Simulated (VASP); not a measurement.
Here is a VASP 6.6.1 calculation.

Contents of INCAR:

```
SYSTEM = MgB2
PREC = Accurate ; ENCUT = 520
EDIFF = 1E-6 ; ISMEAR = -1
SIGMA = 0.05 ; LREAL = .FALSE.
LASPH = .TRUE. ; NELM = 60
ALGO = Normal ; ISIF = 2
LWAVE = .FALSE. ; LCHARG = .FALSE.
GGA = RE ; NBANDS = 11
```

Contents of KPOINTS:

```
Automatic mesh
0
G
  10 10 8
  0 0 0
```

Contents of POSCAR:

```
MgB2
1.0
    3.1255967608      0.0000000000      0.0000000000
   -1.5627983804      2.7068461969      0.0000000000
    0.0000000000      0.0000000000      3.5693605797
Mg B
1 2
Direct
    0.0000000000      0.0000000000      0.0000000000
    0.6666666667      0.3333333333      0.5000000000
    0.3333333333      0.6666666667      0.5000000000
```

Potentials or basis: VASP PAW PBE potentials, release 64 (Mg, B).

Run with:

```sh
$ cat potpaw_PBE.64/Mg/POTCAR potpaw_PBE.64/B/POTCAR > POTCAR
$ mpirun -np 1 vasp_std > vasp.out
```

Task: Predict the pressure.

Result: -4.2 GPa.

Task: Predict the band gap on the k mesh.

Result: Zero (band 4 reaches 6.19 eV, above the bottom of band 5 at 3.80 eV).

Stress tensor (GPa, compression positive):
```
-4.76  0.00  0.00
 0.00 -4.76  0.00
 0.00  0.00 -3.05
```

Caveat: the PAW data sets were made with another functional, which shifts forces and pressure a little.
